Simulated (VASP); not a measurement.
Runs of VASP 6.6.1 on WF. The structure is that of space group F-43m (No. 216), or close to it. The cells are those of the table. 

| task | cell | k mesh | cutoff (eV) | gap on the mesh (eV) | pressure (GPa) | relaxed volume (Å³/atom) |
| --- | --- | --- | --- | --- | --- | --- |
| single point | a = 3.428 Å, angles 60.0°, 2 atoms | 20 × 20 × 20 | 520 | none | (a) | - |
| relaxation of cell and atoms | relaxed from a = 3.478 Å, angles 60.0°, 2 atoms | 6 × 6 × 6 | 600 | none | -0.1 | 14.35 |
| single point | a = 3.478 Å, angles 60.0°, 2 atoms | 6 × 6 × 6 | 520 | none | -5.2 | - |
| relaxation of cell and atoms | relaxed from a = 3.430 Å, angles 60.0°, 2 atoms | 20 × 20 × 20 | 600 | none | 0.0 | 14.35 |
| single point | a = 3.430 Å, angles 60.0°, 2 atoms | 6 × 6 × 6 | 520 | none | 1.0 | - |

Alike in all rows: level PBE; potentials or basis VASP PAW PBE potentials, release 64 (W_sv, F); no spin polarisation; smearing gaussian 0.1 eV.

Problem. Fill in the values left out.

Solution. (a) 1.2.

Caveats: some runs use coarse meshes; spin-orbit coupling is left out, which moves the levels of the heavy elements; an odd number of electrons without spin polarisation forces a metal; a magnetic or distorted state may lie lower.

A k mesh can miss the band edges, and the runs leave out spin-orbit coupling on W.

A gap of «none» marks levels without a gap at the run's occupations.
